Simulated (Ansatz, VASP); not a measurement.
**Two plane-wave programs on SnO2**

The input INCAR:

```
  ALGO = Normal
  EDIFF = 1E-7
  ENCUT = 520
  GGA = PE
  ISIF = 2
  ISMEAR = 0
  IVDW = 12
  LASPH = T
  LCHARG = T
  LELF = T
  LREAL = F
  LVHAR = T
  LWAVE = F
  NBANDS = 35
  NELM = 60
  PREC = Accurate
  SIGMA = 0.05
```

KPOINTS

```
k-points
0
Gamma
  12 12 4
```

File POSCAR:

```
SnO2
1.0
    3.2112908149      0.0000000000      0.0000000000
   -1.6056454074      2.7810594246      0.0000000000
    0.0000000000      0.0000000000     10.3366770592
Sn O
2 4
Direct
   -0.2700302570     -0.1501055664      0.5000000000
    0.2700302570      0.1501055664      0.0000000000
    0.3932420504      0.1813408961      0.4018520904
    0.9400912829      0.4853257706      0.0981479096
    0.0599087171      0.5146742294      0.5981479096
    0.6067579496      0.8186591039      0.9018520904
```

Input for Ansatz:

```yaml
crystal:
  lattice:
    - [3.2112908149, 0.0, 0.0]
    - [-1.6056454074, 2.7810594246, 0.0]
    - [0.0, 0.0, 10.3366770592]
  atoms:
    - { symbol: Sn, position: [-0.270030257, -0.1501055664, 0.5] }
    - { symbol: Sn, position: [0.270030257, 0.1501055664, 0.0] }
    - { symbol: O, position: [0.3932420504, 0.1813408961, 0.4018520904] }
    - { symbol: O, position: [0.9400912829, 0.4853257706, 0.0981479096] }
    - { symbol: O, position: [0.0599087171, 0.5146742294, 0.5981479096] }
    - { symbol: O, position: [0.6067579496, 0.8186591039, 0.9018520904] }
basis:
  ecutwfc: 520.0
kpoints:
  mp_grid: { grid: [12, 12, 4] }
hamiltonian:
  xc: pbe
  pseudopotentials: { kind: paw, azcp: { folder: soft_1 } }
  dispersion: d3bj
scf:
  occupations: { method: gaussian, width: 0.05 }
output:
  forces: true
  stress: true
  eigenvalues: true
  write_density: true
  write_potential: true
  elf: true
  volumetric_format: npy
```

Change from the starting cell: mode 1 frozen in at -0.634 Å and mode 2 at -0.423 Å (largest displacements).

Alike in both runs: task single point; functional PBE; dispersion D3(BJ); k mesh 12 × 12 × 4; occupations gaussian, width 0.05 eV; no spin polarisation.

|  | VASP | Ansatz |
| --- | --- | --- |
| version | VASP 6.6.1 | Ansatz 0.2.0 |
| potentials or method | VASP PAW PBE potentials, release 64 (Sn_d, O), cutoff 520 eV | scalar-relativistic, plane waves, PAW |
| valence electrons in the cell | 52 | 52 |

Ansatz gave:

```
gap on the k mesh at the Fermi level (eV)                     : 2.24
least direct gap on the mesh (eV)                             : 2.52
pressure (GPa)                                                : -0.3
traceless stress, the component that is largest in VASP (GPa) : -1.11
rms of the force components (eV/Å)                            : 0.057
```

Problem. What did VASP give for the same quantities?

Solution. gap on the k mesh at the Fermi level (eV): 2.22; least direct gap on the mesh (eV): 2.50; pressure (GPa): 0.3; traceless stress, the component that is largest in VASP (GPa): -1.46; rms of the force components (eV/Å): 0.074.

Atom by atom the forces differ by 0.027 eV/Å (rms over components).
